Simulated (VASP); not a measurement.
A run of VASP 6.6.1 is set up as follows.

The input POSCAR:

```
Pb
1.0
    0.0000000000      2.4750200000      2.4750200000
    2.4750200000      0.0000000000      2.4750200000
    2.4750200000      2.4750200000      0.0000000000
Pb
1
Direct
    0.0000000000      0.0000000000      0.0000000000
```

The input INCAR.step1:

```
SYSTEM = Pb
  PREC = Accurate
  ENCUT = 520
  ISMEAR = 1
  SIGMA = 0.05
  LREAL = .FALSE.
  LASPH = .TRUE.
  NELM = 60
  NBANDS = 13
  GGA = PE
  ALGO = Normal
  EDIFF = 1E-4
  LWAVE = .TRUE.
  LCHARG = .FALSE.
```

File INCAR.step2:

```
SYSTEM = Pb
  PREC = Accurate
  ENCUT = 520
  EDIFF = 1E-6
  ISMEAR = 1
  SIGMA = 0.05
  LREAL = .FALSE.
  LASPH = .TRUE.
  NELM = 60
  ALGO = Normal
  ISIF = 2
  LWAVE = .FALSE.
  LCHARG = .FALSE.
  METAGGA = R2SCAN
  LMIXTAU = .TRUE.
  NBANDS = 13
  ISTART = 1
```

KPOINTS

```
Automatic mesh
0
G
  8 8 8
  0 0 0
```

Potentials or basis: VASP PAW PBE potentials, release 64 (Pb_d).

Launch:

```console
$ cat potpaw_PBE.64/Pb_d/POTCAR > POTCAR
$ cp INCAR.step1 INCAR
$ mpirun -np 1 vasp_std > vasp.out
$ cp INCAR.step2 INCAR
$ mpirun -np 1 vasp_std > vasp.out
```

(1) Predict the pressure.

(2) Estimate the band gap on the k mesh.

Answers

(1) 1.5 GPa.

(2) zero (band 7 reaches 14.96 eV, above the bottom of band 8 at 5.76 eV).

Caveat: the PAW data sets were made with another functional, which shifts forces and pressure a little; spin-orbit coupling is left out, which moves the levels of the heavy elements.
